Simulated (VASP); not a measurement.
# Re (P6_3/mmc) in VASP: notebook

The runs below take Re through single point, relaxation of cell and atoms, with PBE.

All numbers are computed with VASP 6.6.1; they aren't measurements. Logs are shortened: lines on timing, memory, paths and dates and some standing lists are left out, and cuts for length are marked.

**1. The cell of the first run**

Symmetry: P6_3/mmc, No. 194, hexagonal system. Conventional cell: a = 2.775 Å, b = 2.775 Å, c = 4.484 Å, α = 90.00°, β = 90.00°, γ = 120.00°. Within 3.6 Å of Re (site symmetry -6m2) lie 12 Re at 2.76 to 2.77 Å.

**2. Single point, PBE**

INCAR reads:

```
SYSTEM = Re
PREC = Accurate
ENCUT = 520
EDIFF = 1E-7
ISMEAR = 0
SIGMA = 0.1
LREAL = .False.
LASPH = .True.
NELM = 100
ALGO = Normal
ISIF = 2
LWAVE = .False.
LCHARG = .False.
GGA = PE
NBANDS = 14
```

KPOINTS reads:

```
regular mesh
0
Gamma
  15 15 8
  0 0 0
```

POSCAR reads:

```
Re
1.0
    2.7748915462      0.0000000000      0.0000000000
   -1.3874457731      2.4031265718      0.0000000000
    0.0000000000      0.0000000000      4.4841312932
Re
2
Direct
    0.3333333333      0.6666666667      0.7500000000
    0.6666666667      0.3333333333      0.2500000000
```

Potentials or basis: VASP PAW PBE potentials, release 64 (Re).

Started as:

```sh
$ cat potpaw_PBE.64/Re/POTCAR > POTCAR
$ mpirun -np 1 vasp_std > vasp.out
```

OUTCAR:

```text
SYSTEM = Re
   PREC = Accurate
   ENCUT = 520
   EDIFF = 1E-7
   ISMEAR = 0
   LREAL = .False.
   LASPH = .True.
   NELM = 100
   ISIF = 2
   GGA = PE

 ion  position               nearest neighbor table
   1  0.333  0.667  0.750-   2 2.76   2 2.76   2 2.76   2 2.76   2 2.76   2 2.76
   2  0.667  0.333  0.250-   1 2.76   1 2.76   1 2.76   1 2.76   1 2.76   1 2.76

  LATTYP: Found a hexagonal cell.
 ALAT       =     2.7748915462
 C/A-ratio  =     1.6159663246

  Lattice vectors:

 A1 = (   2.7748915462,   0.0000000000,   0.0000000000)
 A2 = (  -1.3874457731,   2.4031265718,   0.0000000000)
 A3 = (   0.0000000000,   0.0000000000,   4.4841312932)

Analysis of symmetry for initial positions (statically):
=====================================================================
 Subroutine PRICEL returns:
 Original cell was already a primitive cell.

 Routine SETGRP: Setting up the symmetry group for a
 hexagonal supercell.

 Subroutine GETGRP returns: Found 24 space group operations
 (whereof 12 operations were pure point group operations)
 out of a pool of 24 trial point group operations.

The static configuration has the point symmetry D_3d.
 The point group associated with its full space group is D_6h.

Analysis of symmetry for dynamics (positions and initial velocities):
=====================================================================
 Subroutine PRICEL returns:
 Original cell was already a primitive cell.

 Routine SETGRP: Setting up the symmetry group for a
 hexagonal supercell.

 Subroutine GETGRP returns: Found 24 space group operations
 (whereof 12 operations were pure point group operations)
 out of a pool of 24 trial point group operations.

The dynamic configuration has the point symmetry D_3d.
 The point group associated with its full space group is D_6h.

 Subroutine INISYM returns: Found 24 space group operations
 (whereof 12 operations are pure point group operations),
 and found     1 'primitive' translations

----------------------------------------------------------------------------------------

                                     Primitive cell

  volume of cell :      29.9021

  direct lattice vectors                    reciprocal lattice vectors
     2.774891546  0.000000000  0.000000000     0.360374445  0.208062283  0.000000000
    -1.387445773  2.403126572  0.000000000     0.000000000  0.416124565  0.000000000
     0.000000000  0.000000000  4.484131293     0.000000000  0.000000000  0.223008635

  length of vectors
     2.774891546  2.774891546  4.484131293     0.416124565  0.416124565  0.223008635

  position of ions in fractional coordinates (direct lattice)
     0.333333333  0.666666667  0.750000000
     0.666666667  0.333333333  0.250000000

  ion indices of the primitive-cell ions
   primitive index   ion index
                 1           1
                 2           2

----------------------------------------------------------------------------------------

 KPOINTS: regular mesh

Automatic generation of k-mesh.
 Grid dimensions read from file:
 generate k-points for:   15   15    8

 Generating k-lattice:

  Cartesian coordinates                     Fractional coordinates (reciprocal lattice)
     0.024024963  0.013870819  0.000000000     0.066666667  0.000000000  0.000000000
     0.000000000  0.027741638  0.000000000     0.000000000  0.066666667  0.000000000
     0.000000000  0.000000000  0.027876079     0.000000000  0.000000000  0.125000000

  Length of vectors
     0.027741638  0.027741638  0.027876079

  Shift w.r.t. Gamma in fractional coordinates (k-lattice)
     0.000000000  0.000000000  0.000000000

 Subroutine IBZKPT returns following result:
 ===========================================

 Found    135 irreducible k-points:

 Following reciprocal coordinates:
            Coordinates               Weight
  0.000000  0.000000  0.000000      1.000000
  0.066667 -0.000000  0.000000      6.000000
  0.133333 -0.000000  0.000000      6.000000
  0.200000 -0.000000  0.000000      6.000000
  0.266667 -0.000000  0.000000      6.000000
  0.333333 -0.000000  0.000000      6.000000
[... 16 lines left out ...]
  0.333333  0.200000  0.000000     12.000000
  0.400000  0.200000  0.000000      6.000000
 [... further k-points ...]
   k-points           NKPTS =    135   k-points in BZ     NKDIM =    135   number of bands    NBANDS=     14
   number of dos      NEDOS =    301   number of ions     NIONS =      2
   total plane-waves  NPLWV =  20736
   dimension x,y,z NGX =    24 NGY =   24 NGZ =   36
   dimension x,y,z NGXF=    48 NGYF=   48 NGZF=   72
   ions per type =               2
   NGX,Y,Z   is equivalent  to a cutoff of  14.38, 14.38, 13.35 a.u.
   NGXF,Y,Z  is equivalent  to a cutoff of  28.76, 28.76, 26.69 a.u.
 SYSTEM =  Re
   PREC   = accura    normal or accurate (medium, high low for compatibility)
   ISTART =      0    job   : 0-new  1-cont  2-samecut
   ICHARG =      2    charge: 1-file 2-atom 10-const
   ISPIN  =      1    spin polarized calculation?
   LNONCOLLINEAR =      F non collinear calculations
   LSORBIT =      F    spin-orbit coupling
   LASPH  =      T    aspherical Exc in radial PAW
   ENCUT  =  520.0 eV  38.22 Ry    6.18 a.u.   5.16  5.16  8.34*2*pi/ulx,y,z
   NELM   =    100;   NELMIN=  2; NELMDL= -5     # of ELM steps
   EDIFF  = 0.1E-06   stopping-criterion for ELM
   LREAL  =      F    real-space projection
   EDIFFG = 0.1E-05   stopping-criterion for IOM
   NSW    =      0    number of steps for IOM
   IBRION =     -1    ionic relax: 0-MD 1-quasi-New 2-CG
   NFREE  =      0    steps in history (QN), initial steepest desc. (CG)
   ISIF   =      2    stress and relaxation
   ISYM   =      2    0-nonsym 1-usesym 2-fastsym
   POTIM  = 0.5000    time-step for ionic-motion
   TEBEG  =    0.0;   TEEND  =   0.0 temperature during run
   PSTRESS=    0.0 pullay stress
   NELECT =      14.0000    total number of electrons
   NUPDOWN=      -1.0000    fix difference up-down
   EMIN   =  10.00;   EMAX   =-10.00  energy-range for DOS
   EFERMI =   0.00;   METHOD = LEGACY
   ISMEAR =     0;   SIGMA  =   0.10  broadening in eV -4-tet -1-fermi 0-gaus
   EFERMI_NEDOS =   21; number of points for ismear=-14 and -15
   IALGO  =     38    algorithm
   IMIX   =      4    mixing-type and parameters
     AMIX     =   0.40;   BMIX     =  1.00
     AMIX_MAG =   1.60;   BMIX_MAG =  1.00
  volume/ion in A,a.u.               =      14.95       100.89
  Fermi-wavevector in a.u.,A,eV,Ry     =   1.271210  2.402238 21.986661  1.615974
  Thomas-Fermi vector in A             =   2.404155
   LORBIT       =      0    0 simple, 1 ext, 2 COOP (PROOUT), +10 PAW based schemes
   GGA     = PE    functional components
   LHFCALC =     F    Hartree Fock is set to
   AEXX    =    0.0000 exact exchange contribution
   IVDW    =     0    specifies the selected vdW correction
   LEPSILON=     F    determine dielectric tensor
   LRPA    =     F    only Hartree local field effects (RPA)
 non-spin polarized calculation
 Gauss-broadening in eV      SIGMA  =   0.10
  energy-cutoff  :      520.00
  volume of cell :       29.90
 maximum number of plane-waves:       818
 NGX is ok and might be reduce to    24
   NGX = 11   NGY = 11   NGZ = 17

 number of electron      14.0000000 magnetization

 Free energy of the ion-electron system (eV)
  ---------------------------------------------------
  ext. energy  EPLUGINS =         0.00000000
  ---------------------------------------------------
  free energy    TOTEN  =       -24.85719621 eV

  energy without entropy =      -24.84995256  energy(sigma->0) =      -24.85357439

 E-fermi :   7.6648     XC(G=0): -13.6428

 val. band max:        7.6535009084   @ k =   0.3333   0.3333   0.0000
 cond. band min:       7.6694844479   @ k =   0.1333   0.0667   0.0000
 fundamental gap:      0.0159835394
 Fermi energy:         7.6647801958

 k-point     1 :       0.0000    0.0000    0.0000
  band No.  band energies     occupation
      1      -2.0669      2.00000
      2       1.1819      2.00000
      3       6.1402      2.00000
      4       6.1524      2.00000
      5       6.1524      2.00000
      6       6.9654      2.00000
      7       6.9654      2.00000
      8       7.8793      0.00242
      9       7.8793      0.00242
     10       8.2663      0.00000
     11      10.9769      0.00000
     12      10.9769      0.00000
     13      17.4842      0.00000
     14      21.8196      0.00000

 k-point     2 :       0.0667   -0.0000    0.0000
  band No.  band energies     occupation
      1      -1.8880      2.00000
      2       1.3501      2.00000
      3       5.7108      2.00000
      4       6.3157      2.00000
      5       6.5219      2.00000
      6       6.8405      2.00000
      7       7.1195      2.00000
      8       7.4652      1.99524
      9       7.7422      0.27349
     10       7.9109      0.00050
     11      11.0686      0.00000
     12      11.7580      0.00000
     13      17.4725      0.00000
     14      22.2146      0.00000

 k-point     3 :       0.1333   -0.0000    0.0000
  band No.  band energies     occupation
      1      -1.3731      2.00000
      2       1.8072      2.00000
      3       5.2020      2.00000
      4       6.3138      2.00000
      5       6.4635      2.00000
      6       6.7974      2.00000
      7       7.0158      2.00000
      8       7.3989      1.99983
      9       7.5724      1.80851
     10       7.6378      1.29699
     11      11.2823      0.00000
     12      13.2415      0.00000
     13      17.3891      0.00000
     14      23.2430      0.00000
[... 324 lines left out ...]
 k-point    23 :       0.3333    0.2000    0.0000
  band No.  band energies     occupation
      1       2.7133      2.00000
      2       2.8535      2.00000
      3       3.0876      2.00000
      4       4.7165      2.00000
      5       5.4269      2.00000
      6       6.2182      2.00000
      7       7.1628      2.00000
      8      10.0174      0.00000
      9      11.3404      0.00000
     10      11.3781      0.00000
     11      13.6711      0.00000
     12      15.5824      0.00000
     13      17.2614      0.00000
     14      18.9572      0.00000

 k-point    24 :       0.4000    0.2000    0.0000
  band No.  band energies     occupation
      1       2.6141      2.00000
      2       2.9547      2.00000
      3       3.0009      2.00000
      4       4.9974      2.00000
      5       5.4862      2.00000
      6       6.0359      2.00000
      7       7.3600      1.99998
      8      10.5991      0.00000
      9      11.2972      0.00000
     10      11.3260      0.00000
     11      14.1630      0.00000
     12      14.7473      0.00000
     13      16.7222      0.00000
     14      19.6907      0.00000

 [... further k-points ...]

------------------------ aborting loop because EDIFF is reached ----------------------------------------

  FORCE on cell =-STRESS in cart. coord.  units (eV):
  Direction    XX          YY          ZZ          XY          YZ          ZX
  --------------------------------------------------------------------------------------
  -------------------------------------------------------------------------------------
  Total       -0.1494348     -0.1494348     -0.0056736      0.0000000      0.0000000      0.0000000
  in kB       -8.0068435     -8.0068435     -0.3039950      0.0000000      0.0000000      0.0000000
  external PRESSURE =      -5.4392273 kB  Pullay stress =       0.0000000 kB

 VOLUME and BASIS-vectors are now :
 -----------------------------------------------------------------------------
  energy-cutoff  :      520.00
  volume of cell :       29.90
      direct lattice vectors                 reciprocal lattice vectors
     2.774891546  0.000000000  0.000000000     0.360374445  0.208062283  0.000000000
    -1.387445773  2.403126572  0.000000000     0.000000000  0.416124565  0.000000000
     0.000000000  0.000000000  4.484131293     0.000000000  0.000000000  0.223008635

 POSITION                                       TOTAL-FORCE (eV/Angst)
 -----------------------------------------------------------------------------------
     -0.00000      1.60208      3.36310         0.000000     -0.000000      0.000000
      1.38745      0.80104      1.12103        -0.000000      0.000000      0.000000
 -----------------------------------------------------------------------------------
    total drift:                               -0.000000      0.000000     -0.000000

  FREE ENERGIE OF THE ION-ELECTRON SYSTEM (eV)
  ---------------------------------------------------
  free  energy   TOTEN  =       -24.8571962112 eV

  energy  without entropy=      -24.8499525592  energy(sigma->0) =      -24.85357439
```

Run time: 24 s. Hardware: 1 thread of Intel Xeon 6975P-C (Granite Rapids), shared host; peak memory 0.18 GiB.

Results:

* Free energy: -24.8572 eV
* Pressure: -0.5 GPa
* Band gap on the k mesh: zero (bands 7 and 8 overlap by 3.13 eV)

Levels at points of the mesh, in eV from the Fermi level:
| k point | band 5 | band 6 | band 7 | band 8 | band 9 | band 10 |
| --- | --- | --- | --- | --- | --- | --- |
| (0.00, 0.00, 0.00) | -1.51 | -0.70 | -0.70 | 0.21 | 0.21 | 0.60 |
| (0.00, 0.00, 0.50) | -1.64 | -1.64 | -1.64 | -1.64 | 2.51 | 2.51 |

Caveat: spin-orbit coupling is left out, which moves the levels of the heavy elements.

**3. Single point, PBE**

INCAR reads:

```
SYSTEM = Re
  PREC = Accurate
  ENCUT = 520
  EDIFF = 1E-7
  ISMEAR = 0
  SIGMA = 0.1
  LREAL = .False.
  LASPH = .True.
  NELM = 100
  ALGO = Fast
  ISIF = 2
  LWAVE = .False.
  LCHARG = .False.
  GGA = PE
  NBANDS = 14
```

KPOINTS reads:

```
Automatic mesh
0
Gamma
  18 18 10
  0 0 0
```

POSCAR is that of step 2.

Potentials or basis: VASP PAW PBE potentials, release 64 (Re).

Started as:

```sh
$ cat potpaw_PBE.64/Re/POTCAR > POTCAR
$ mpirun -np 1 vasp_std > vasp.out
```

Run time: 43 s. Hardware: 1 thread of Intel Xeon 6975P-C (Granite Rapids), shared host; peak memory 0.21 GiB.

It converged, with:

- Free energy: -24.8545 eV
- Pressure: -0.5 GPa
- Band gap on the k mesh: zero (bands 7 and 8 overlap by 3.08 eV)

Stress tensor (GPa, compression positive):
```
-0.48  0.00  0.00
 0.00 -0.48  0.00
 0.00  0.00 -0.63
```

Levels at points of the mesh, in eV from the Fermi level:
```tsv
k point	band 5	band 6	band 7	band 8	band 9	band 10
(0.00, 0.00, 0.00)	-1.52	-0.71	-0.71	0.21	0.21	0.59
(0.50, 0.00, 0.00)	-1.71	-1.34	-0.58	3.89	4.27	4.41
(0.00, 0.00, 0.50)	-1.65	-1.65	-1.65	-1.65	2.50	2.50
(0.50, 0.00, 0.50)	0.41	0.41	0.91	0.91	4.19	4.19
```

Caveat: spin-orbit coupling is left out, which moves the levels of the heavy elements.

**4. Relaxation of cell and atoms, PBE**

This run uses another cell than the first one, of 14.70 Å³/atom.

INCAR reads:

```
SYSTEM = Re
ALGO = Normal ; EDIFF = 1E-7
EDIFFG = -0.005 ; ENCUT = 600
GGA = PE ; IBRION = 2
ISIF = 3 ; ISMEAR = 0
LASPH = .TRUE. ; LCHARG = .FALSE.
LREAL = .FALSE. ; LWAVE = .FALSE.
NELM = 60 ; NSW = 100
PREC = Accurate ; SIGMA = 0.1
```

KPOINTS reads:

```
k-points
0
G
  18 18 10
  0 0 0
```

POSCAR reads:

```
Re
1.0
    2.7599992390      0.0000000000      0.0000000000
   -1.3799996195      2.3902294553      0.0000000000
    0.0000000000      0.0000000000      4.4573987709
Re
2
Direct
    0.3333333333      0.6666666667      0.7500000000
    0.6666666667      0.3333333333      0.2500000000
```

Started as:

```sh
$ cat potpaw_PBE.64/Re/POTCAR > POTCAR
$ mpirun -np 1 vasp_std > vasp.out
```

Run time: 84 s. Hardware: 1 thread of Intel Xeon 6975P-C (Granite Rapids), shared host; peak memory 0.22 GiB.

It converged, with:

- Free energy: -24.8566 eV
- Relaxed volume: 14.93 Å³/atom
- Relaxed cell: a = 2.774 Å, b = 2.774 Å, c = 4.481 Å, α = 90.00°, β = 90.00°, γ = 120.00°
- Space group after relaxing (to 0.1 Å): P6_3/mmc (No. 194)
- Energy gained by relaxing: 4.2 meV/atom
- Ionic steps: 4
- Pressure after relaxing: 0.0 GPa
- Band gap on the k mesh: zero (bands 7 and 8 overlap by 3.08 eV)

The path:
```csv
step,energy change (eV),largest force (eV/Å),pressure (GPa),volume (Å³)
1,0.0000,0.0000,6.01,29.41
2,0.1238,0.0000,-20.43,31.82
3,-0.0085,0.0000,-0.15,29.88
4,-0.0085,0.0000,-0.01,29.87
```

Final structure:
```
Re
1.0
     2.77422    0.00000    0.00000
    -1.38711    2.40254    0.00000
     0.00000    0.00000    4.48104
Re
2
Cartesian
  0.0000 1.6017 3.3608
  1.3871 0.8008 1.1203
```

Levels at points of the mesh, in eV from the Fermi level:
| k point | band 4 | band 5 | band 6 | band 7 | band 8 | band 9 | band 10 | band 11 |
| --- | --- | --- | --- | --- | --- | --- | --- | --- |
| (0.00, 0.00, 0.00) | -1.52 | -1.52 | -0.71 | -0.71 | 0.20 | 0.20 | 0.60 | 3.31 |
| (0.50, 0.00, 0.00) | -1.87 | -1.71 | -1.34 | -0.58 | 3.89 | 4.28 | 4.41 | 5.94 |
| (0.00, 0.00, 0.50) | -2.32 | -1.65 | -1.65 | -1.65 | -1.65 | 2.51 | 2.51 | 2.51 |
| (0.50, 0.00, 0.50) | -3.99 | 0.41 | 0.41 | 0.91 | 0.91 | 4.20 | 4.20 | 4.69 |

Caveat: spin-orbit coupling is left out, which moves the levels of the heavy elements.

**5. The runs side by side**

| task | cell | k mesh | cutoff (eV) | gap on the mesh (eV) | pressure (GPa) |
| --- | --- | --- | --- | --- | --- |
| single point | a = 2.775, b = 2.775, c = 4.484 Å, angles 90.0, 90.0, 120.0°, 2 atoms | 15 × 15 × 8 | 520 | none | -0.5 |
| single point | a = 2.775, b = 2.775, c = 4.484 Å, angles 90.0, 90.0, 120.0°, 2 atoms | 18 × 18 × 10 | 520 | none | -0.5 |
| relaxation of cell and atoms | relaxed from a = 2.760, b = 2.760, c = 4.457 Å, angles 90.0, 90.0, 120.0°, 2 atoms | 18 × 18 × 10 | 600 | none | 0.0 |

Alike in all rows: level PBE; potentials or basis VASP PAW PBE potentials, release 64 (Re); no spin polarisation; smearing gaussian 0.1 eV.

Caveats: spin-orbit coupling is left out, which moves the levels of the heavy elements.

Absolute energies hang on the potentials; compare differences alone.
